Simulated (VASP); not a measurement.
## ZnCu3: single point with LDA

ZnCu3:

```
CELL_PARAMETERS angstrom
2.56146 0.00000 0.00000
-1.28073 2.21829 0.00000
0.00000 0.00000 8.39759
ATOMIC_POSITIONS crystal
Zn 0.66667 0.33333 0.00000
Cu 0.66667 0.33333 0.50000
Cu 0.33333 0.66667 0.25407
Cu 0.33333 0.66667 0.74593
```

```json
{"Program": "VASP 6.6.1", "Task": "single point", "Functional": "LDA", "Potentials or basis": "VASP PAW LDA potentials, release 64 (Zn, Cu)", "Cutoff": "520 eV", "k mesh": "11 × 11 × 3", "Occupations": "methfessel-paxton, width 0.1 eV", "Spin": "no spin polarisation"}
```

The pressure is -6.3 GPa and the largest force is 0.071 eV/Å.

Forces in eV/Å, atoms in the order of the input:
```
Zn   0.000  0.000  0.000
Cu   0.000  0.000  0.000
Cu   0.000  0.000  0.071
Cu   0.000  0.000 -0.071
```

Stress tensor (GPa, compression positive):
```
-5.91  0.00  0.00
 0.00 -5.91  0.00
 0.00  0.00 -6.94
```

Levels at points of the mesh, in eV from the Fermi level:
| k point | band 20 | band 21 | band 22 | band 23 | band 24 | band 25 | band 26 | band 27 |
| --- | --- | --- | --- | --- | --- | --- | --- | --- |
| (0.00, 0.00, 0.00) | -2.33 | -2.33 | -2.02 | -2.02 | -1.77 | 2.40 | 11.25 | 11.30 |

It took 62 s on 1 thread of Intel(R) Xeon(R) Platinum 8259CL CPU @ 2.50GHz (Skylake/Cascade Lake), with other jobs on the host, peak memory 0.17 GiB.
